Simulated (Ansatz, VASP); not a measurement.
## Mo4C in VASP and in Ansatz

```
Mo C
1.0
     3.11118    0.00000    0.00000
     0.00000    3.11118    0.00000
     0.00000    0.00000   21.50982
Mo C
4 1
Direct
  0.50000 0.50000 0.18596
  0.00000 0.00000 0.25828
  0.50000 0.50000 0.33251
  0.00000 0.00000 0.39562
  0.00000 0.00000 0.55137
```

Alike in both runs: task single point; functional LDA; k mesh 9 × 9 × 1; occupations gaussian, width 0.1 eV; no spin polarisation.

|  | VASP | Ansatz |
| --- | --- | --- |
| version | VASP 6.6.1 | Ansatz 0.2.0 |
| potentials or method | VASP PAW LDA potentials, release 64 (Mo_sv, C), cutoff 520 eV | scalar-relativistic, plane waves, PAW |
| valence electrons in the cell | 60 | 60 |

Ansatz gave:

* gap on the k mesh at the Fermi level (eV): none
* rms of the force components (eV/Å): 0.795
* work function, face that differs most (eV): 6.46

Which values does VASP return?

gap on the k mesh at the Fermi level (eV): none; rms of the force components (eV/Å): 0.798; work function, face that differs most (eV): 6.47.

LDA's correlation is that of Perdew and Zunger in VASP and of Perdew and Wang (1992) in Ansatz. Atom by atom the forces differ by 0.030 eV/Å (rms over components). A gap of «none» marks a metal or a gap that the smearing closes.
